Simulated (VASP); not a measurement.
CdTe:

```
Te Cd
1.0
     0.00000    3.13957    3.13957
     3.13957    0.00000    3.13957
     3.13957    3.13957    0.00000
Te Cd
1 1
Cartesian
  4.7094 4.7094 4.7094
  0.0000 0.0000 0.0000
```

Program: VASP 6.6.1. Alike in all runs: task single point; potentials or basis VASP PAW PBE potentials, release 64 (Te, Cd); no spin polarisation; cell as given; cutoff (eV) 520; smearing fermi-dirac 0.05 eV.

Problem. Order these runs on this cell by their band gap on the k mesh, lowest first.
A. level BLYP; k mesh 7 × 7 × 7
B. level HSE06; k mesh 4 × 4 × 4; grid for exact exchange (PRECFOCK) Normal; share of exact exchange 0.25; screening parameter 0.2079 1/Å
C. level B3LYP5; k mesh 4 × 4 × 4; grid for exact exchange (PRECFOCK) Normal; share of exact exchange 0.2

Solution. A (1.03 eV), B (1.88 eV), C (2.22 eV).

Caveats: some runs use coarse meshes; spin-orbit coupling is left out, which moves the levels of the heavy elements.
